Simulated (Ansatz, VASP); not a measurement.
## MgO: VASP beside Ansatz

```
CELL_PARAMETERS angstrom
0.00000 2.06012 2.12935
2.06012 0.00000 2.12935
2.06012 2.06012 0.00000
ATOMIC_POSITIONS crystal
Mg 0.00000 0.00000 0.00000
O 0.50000 0.50000 0.50000
```

Change from the starting cell: epitaxial_xy strain -2.0%.

Alike in both runs: task single point; functional r2SCAN; k mesh 10 × 10 × 10; no spin polarisation.

|  | VASP | Ansatz |
| --- | --- | --- |
| version | VASP 6.6.1 | Ansatz 0.2.0 |
| potentials or method | VASP PAW PBE potentials, release 64 (Mg, O) | plane waves, PAW |
| plane-wave cutoff (eV) | 520 | 500 |
| occupations | gaussian, width 0.01 eV | fixed |
| valence electrons in the cell | 8 | 16 |

|  | VASP | Ansatz | Ansatz less VASP |
| --- | --- | --- | --- |
| gap on the k mesh at the Fermi level (eV) | 5.89 | 5.92 | +0.026 |
| pressure (GPa) | 4.1 | 5.3 | +1.15 |
| traceless stress, the component that is largest in VASP (GPa) | -5.27 | -5.28 | -0.003 |

VASP's potentials were made for PBE, not for r2SCAN. VASP's potentials hold 8 valence electrons a cell and Ansatz's 16, so a difference there can come from the potentials and not from the codes.
